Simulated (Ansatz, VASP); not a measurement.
## Bi2Te3: VASP beside Ansatz

INCAR

```
SYSTEM = Bi2Te3
PREC = Accurate ; ENCUT = 520
EDIFF = 1E-6 ; ISMEAR = -1
SIGMA = 0.05 ; LREAL = .FALSE.
LASPH = .TRUE. ; NELM = 60
ALGO = Normal ; ISIF = 2
LWAVE = .FALSE. ; LCHARG = .FALSE.
GGA = PE ; NBANDS = 32
```

KPOINTS

```
regular mesh
0
G
  6 6 6
  0 0 0
```

POSCAR

```
Bi2Te3
1.0
    2.1899402990      1.2643625522      9.8630776111
   -2.1899402990      1.2643625522      9.8630776111
    0.0000000000     -2.5287251044      9.8630776111
Bi Te
2 3
Direct
    0.1880000000      0.1880000000      0.1880000000
    0.5980000000      0.5980000000      0.5980000000
    0.3890000000      0.3890000000      0.3890000000
    0.8000000000      0.8000000000      0.8000000000
    0.0000000000      0.0000000000      0.0000000000
```

Input for Ansatz:

```yaml
crystal:
  lattice:
    - [2.1899402990002454, 1.2643625522158184, 9.863077611064467]
    - [-2.1899402990002454, 1.2643625522158184, 9.863077611064467]
    - [0.0, -2.528725104431637, 9.863077611064467]
  atoms:
    - { symbol: Bi, position: [0.188, 0.188, 0.188] }
    - { symbol: Bi, position: [0.598, 0.598, 0.598] }
    - { symbol: Te, position: [0.389, 0.389, 0.389] }
    - { symbol: Te, position: [0.8, 0.8, 0.8] }
    - { symbol: Te, position: [0.0, 0.0, 0.0] }
basis:
  ecutwfc: 571.4391111657479
kpoints:
  mp_grid:
    grid: [6, 6, 6]
hamiltonian:
  xc: pbe
scf:
  occupations:
    method: fermi_dirac
    width: 0.05
output:
  stress: true
```

Alike in both runs: task single point; functional PBE; k mesh 6 × 6 × 6; occupations fermi-dirac, width 0.05 eV; no spin polarisation.

|  | VASP | Ansatz |
| --- | --- | --- |
| version | VASP 6.6.1 | Ansatz 0.2.0 |
| potentials or method | VASP PAW PBE potentials, release 64 (Bi_d, Te), cutoff 520 eV | plane waves, PAW |
| valence electrons in the cell | 48 | 78 |

|  | VASP | Ansatz | Ansatz less VASP |
| --- | --- | --- | --- |
| pressure (GPa) | 3.1 | 3.1 | +0.03 |
| traceless stress, the component that is largest in VASP (GPa) | -0.61 | -0.59 | +0.014 |

The functional is the same, so the differences come from potentials, cutoffs and numerics. VASP's potentials hold 48 valence electrons a cell and Ansatz's 78, so a difference there can come from the potentials and not from the codes.

Spin-orbit coupling is off throughout.
